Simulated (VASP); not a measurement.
# BH2 in VASP: single point with PBE+D3(BJ)

Aim: the single point of BH2 with PBE+D3(BJ).

All numbers are computed with VASP 6.6.1; they aren't measurements. Logs are shortened: lines on timing, memory, paths and dates and some standing lists are left out, and cuts for length are marked.

## 1. The cell of the first run

The cell holds a molecule in a box, 3 atoms: a = 15.000 Å, b = 15.500 Å, c = 16.000 Å, α = 90.00°, β = 90.00°, γ = 90.00°.

## 2. Single point, PBE+D3(BJ), collinear spin

INCAR reads:

```
ALGO = Normal
EDIFF = 1E-6
ENCUT = 420
GGA = PE
GGA_COMPAT = F
ISIF = 2
ISMEAR = 0
ISPIN = 2
ISYM = 0
IVDW = 12
LASPH = T
LCHARG = F
LORBIT = 11
LREAL = F
LWAVE = F
MAGMOM = 1 0 0
NBANDS = 14
NELM = 200
NELMDL = -8
PREC = Accurate
SIGMA = 0.005
```

KPOINTS reads:

```
k-points
0
Gamma
  1 1 1
```

POSCAR reads:

```
BH2
1.0
   15.0000000000      0.0000000000      0.0000000000
    0.0000000000     15.5000000000      0.0000000000
    0.0000000000      0.0000000000     16.0000000000
B H
1 2
Direct
    0.4995386595      0.4994807475      0.4788250782
    0.5724084125      0.5014016814      0.5091740253
    0.4280529280      0.4991175710      0.5120008965
```

Potentials or basis: VASP PAW PBE potentials, release 64 (B, H).

On the command line:

```console
> cat potpaw_PBE.64/B/POTCAR potpaw_PBE.64/H/POTCAR > POTCAR
> mpirun -np 1 vasp_gam > vasp.out
```

OUTCAR:

```text
EDIFF = 1E-6
   ENCUT = 420
   GGA = PE
   ISIF = 2
   ISMEAR = 0
   ISPIN = 2
   ISYM = 0
   IVDW = 12
   LASPH = T
   LORBIT = 11
   LREAL = F
   NELM = 200
   NELMDL = -8
   PREC = Accurate
 IVDW          = 12

 ion  position               nearest neighbor table
   1  0.500  0.499  0.479-   2 1.20   3 1.20
   2  0.572  0.501  0.509-   1 1.20
   3  0.428  0.499  0.512-   1 1.20

IMPORTANT INFORMATION: All symmetrisations will be switched off!
NOSYMM: (Re-)initialisation of all symmetry stuff for point group C_1.

----------------------------------------------------------------------------------------

                                     Primitive cell

  volume of cell :    3720.0000

  direct lattice vectors                    reciprocal lattice vectors
    15.000000000  0.000000000  0.000000000     0.066666667  0.000000000  0.000000000
     0.000000000 15.500000000  0.000000000     0.000000000  0.064516129  0.000000000
     0.000000000  0.000000000 16.000000000     0.000000000  0.000000000  0.062500000

  length of vectors
    15.000000000 15.500000000 16.000000000     0.066666667  0.064516129  0.062500000

  position of ions in fractional coordinates (direct lattice)
     0.499538659  0.499480748  0.478825078
     0.572408413  0.501401681  0.509174025
     0.428052928  0.499117571  0.512000896

  ion indices of the primitive-cell ions
   primitive index   ion index
                 1           1
                 2           2
                 3           3

----------------------------------------------------------------------------------------

 KPOINTS: k-points

Automatic generation of k-mesh.
 Grid dimensions read from file:
 generate k-points for:    1    1    1

 Generating k-lattice:

  Cartesian coordinates                     Fractional coordinates (reciprocal lattice)
     0.066666667  0.000000000  0.000000000     1.000000000  0.000000000  0.000000000
     0.000000000  0.064516129  0.000000000     0.000000000  1.000000000  0.000000000
     0.000000000  0.000000000  0.062500000     0.000000000  0.000000000  1.000000000

  Length of vectors
     0.066666667  0.064516129  0.062500000

  Shift w.r.t. Gamma in fractional coordinates (k-lattice)
     0.000000000  0.000000000  0.000000000

 Subroutine IBZKPT returns following result:
 ===========================================

 Found      1 irreducible k-points:

 Following reciprocal coordinates:
            Coordinates               Weight
  0.000000  0.000000  0.000000      1.000000
   k-points           NKPTS =      1   k-points in BZ     NKDIM =      1   number of bands    NBANDS=     14
   number of dos      NEDOS =    301   number of ions     NIONS =      3
   total plane-waves  NPLWV = ******
   dimension x,y,z NGX =   100 NGY =  108 NGZ =  108
   dimension x,y,z NGXF=   200 NGYF=  216 NGZF=  216
   ions per type =               1   2
   NGX,Y,Z   is equivalent  to a cutoff of  11.08, 11.58, 11.22 a.u.
   NGXF,Y,Z  is equivalent  to a cutoff of  22.17, 23.17, 22.44 a.u.
 SYSTEM =  unknown system
   PREC   = accura    normal or accurate (medium, high low for compatibility)
   ISTART =      0    job   : 0-new  1-cont  2-samecut
   ICHARG =      2    charge: 1-file 2-atom 10-const
   ISPIN  =      2    spin polarized calculation?
   LNONCOLLINEAR =      F non collinear calculations
   LSORBIT =      F    spin-orbit coupling
   LASPH  =      T    aspherical Exc in radial PAW
   ENCUT  =  420.0 eV  30.87 Ry    5.56 a.u.  25.07 25.90 26.74*2*pi/ulx,y,z
   NELM   =    200;   NELMIN=  2; NELMDL= -8     # of ELM steps
   EDIFF  = 0.1E-05   stopping-criterion for ELM
   LREAL  =      F    real-space projection
   EDIFFG = 0.1E-04   stopping-criterion for IOM
   NSW    =      0    number of steps for IOM
   IBRION =     -1    ionic relax: 0-MD 1-quasi-New 2-CG
   NFREE  =      0    steps in history (QN), initial steepest desc. (CG)
   ISIF   =      2    stress and relaxation
   ISYM   =      0    0-nonsym 1-usesym 2-fastsym
   POTIM  = 0.5000    time-step for ionic-motion
   TEBEG  =    0.0;   TEEND  =   0.0 temperature during run
   PSTRESS=    0.0 pullay stress
   NELECT =       5.0000    total number of electrons
   NUPDOWN=      -1.0000    fix difference up-down
   EMIN   =  10.00;   EMAX   =-10.00  energy-range for DOS
   EFERMI =   0.00;   METHOD = LEGACY
   ISMEAR =     0;   SIGMA  =   0.01  broadening in eV -4-tet -1-fermi 0-gaus
   EFERMI_NEDOS =   21; number of points for ismear=-14 and -15
   IALGO  =     38    algorithm
   IMIX   =      4    mixing-type and parameters
     AMIX     =   0.40;   BMIX     =  1.00
     AMIX_MAG =   1.60;   BMIX_MAG =  1.00
  volume/ion in A,a.u.               =    1240.00      8367.93
  Fermi-wavevector in a.u.,A,eV,Ry     =   0.180669  0.341415  0.444112  0.032641
  Thomas-Fermi vector in A             =   0.906350
   LORBIT       =     11    0 simple, 1 ext, 2 COOP (PROOUT), +10 PAW based schemes
   GGA     = PE    functional components
   LHFCALC =     F    Hartree Fock is set to
   AEXX    =    0.0000 exact exchange contribution
   IVDW    =    12    specifies the selected vdW correction
   LEPSILON=     F    determine dielectric tensor
   LRPA    =     F    only Hartree local field effects (RPA)
 spin polarized calculation
 Gauss-broadening in eV      SIGMA  =   0.01
  energy-cutoff  :      420.00
  volume of cell :     3720.00
 maximum number of plane-waves:     36345
   NGX = 51   NGY = 51   NGZ = 53

 number of electron       5.0000002 magnetization       1.0000000

 Free energy of the ion-electron system (eV)
  ---------------------------------------------------
  ext. energy  EPLUGINS =         0.00000000
  ---------------------------------------------------
  free energy    TOTEN  =       -10.13412279 eV

  energy without entropy =      -10.13412279  energy(sigma->0) =      -10.13412279

 E-fermi :  -4.8626     XC(G=0):  -0.2053

 val. band max:       -4.9080458785   @ k =   0.0000   0.0000   0.0000
 cond. band min:      -3.4420130975   @ k =   0.0000   0.0000   0.0000
 fundamental gap:      1.4660327811
 Fermi energy:        -4.8625731085

 spin component 1

 k-point     1 :       0.0000    0.0000    0.0000
  band No.  band energies     occupation
      1     -12.4149      1.00000
      2      -9.1133      1.00000
      3      -4.9080      1.00000
      4      -3.4420      0.00000
      5      -0.3017      0.00000
      6       0.2904      0.00000
      7       0.3802      0.00000
      8       0.4082      0.00000
      9       0.4984      0.00000
     10       0.5560      0.00000
     11       0.5936      0.00000
     12       0.9659      0.00000
     13       0.9773      0.00000
     14       1.0133      0.00000
 Fermi energy:        -4.8625731085

 spin component 2

 k-point     1 :       0.0000    0.0000    0.0000
  band No.  band energies     occupation
      1     -11.8386      1.00000
      2      -8.8884      1.00000
      3      -2.8111      0.00000
      4      -2.4310      0.00000
      5      -0.1229      0.00000
      6       0.3774      0.00000
      7       0.5133      0.00000
      8       0.5772      0.00000
      9       0.5925      0.00000
     10       0.6144      0.00000
     11       0.6559      0.00000
     12       1.0308      0.00000
     13       1.0763      0.00000
     14       1.1705      0.00000

------------------------ aborting loop because EDIFF is reached ----------------------------------------

 Edisp (eV)   -0.01580

 E8    (eV) :    -0.0045

  FORCE on cell =-STRESS in cart. coord.  units (eV):
  Direction    XX          YY          ZZ          XY          YZ          ZX
  --------------------------------------------------------------------------------------
  -------------------------------------------------------------------------------------
  Total      -0.07371    -0.09814    -0.09849     0.00045     0.00008     0.00020
  in kB      -0.03175    -0.04227    -0.04242     0.00019     0.00004     0.00009
  external pressure =       -0.04 kB  Pullay stress =        0.00 kB

 VOLUME and BASIS-vectors are now :
 -----------------------------------------------------------------------------
  energy-cutoff  :      420.00
  volume of cell :     3720.00
      direct lattice vectors                 reciprocal lattice vectors
    15.000000000  0.000000000  0.000000000     0.066666667  0.000000000  0.000000000
     0.000000000 15.500000000  0.000000000     0.000000000  0.064516129  0.000000000
     0.000000000  0.000000000 16.000000000     0.000000000  0.000000000  0.062500000

 POSITION                                       TOTAL-FORCE (eV/Angst)
 -----------------------------------------------------------------------------------
      7.49308      7.74195      7.66120        -0.001427     -0.000156      0.000082
      8.58613      7.77173      8.14678         0.012794      0.000169      0.000047
      6.42079      7.73632      8.19201        -0.011367     -0.000013     -0.000129
 -----------------------------------------------------------------------------------
    total drift:                                0.000054      0.000074      0.000020

  FREE ENERGIE OF THE ION-ELECTRON SYSTEM (eV)
  ---------------------------------------------------
  free  energy   TOTEN  =       -10.1499231791 eV

  energy  without entropy=      -10.1499231791  energy(sigma->0) =      -10.14992318

 total charge

# of ion       s       p       d       tot
------------------------------------------
    1        0.758   0.970   0.000   1.727
    2        0.612   0.022   0.000   0.634
    3        0.612   0.022   0.000   0.634
--------------------------------------------------
tot          1.981   1.013   0.000   2.994

 magnetization (x)

# of ion       s       p       d       tot
------------------------------------------
    1        0.079   0.335   0.000   0.414
    2        0.008   0.003   0.000   0.011
    3        0.008   0.003   0.000   0.011
--------------------------------------------------
tot          0.095   0.341   0.000   0.436
```

Wall time 6.7 min (1 thread of Intel Xeon Platinum 8375C at 2.90GHz (Ice Lake), shared host); peak memory 2.5 GiB.

What came out:

- Free energy: -10.1499 eV
- Largest force: 0.013 eV/Å
- Gap between the frontier levels: 1.47 eV
- Net moment: 1.00 μB per cell
- Site moments: B +0.41; H +0.01 μB
- Valence electrons inside the program's atomic spheres: B 1.73; H 0.63
- Dispersion energy per atom: -0.005 eV

Forces in eV/Å, atoms in the order of the input:
```
B   -0.001  0.000  0.000
H    0.013  0.000  0.000
H   -0.011  0.000  0.000
```
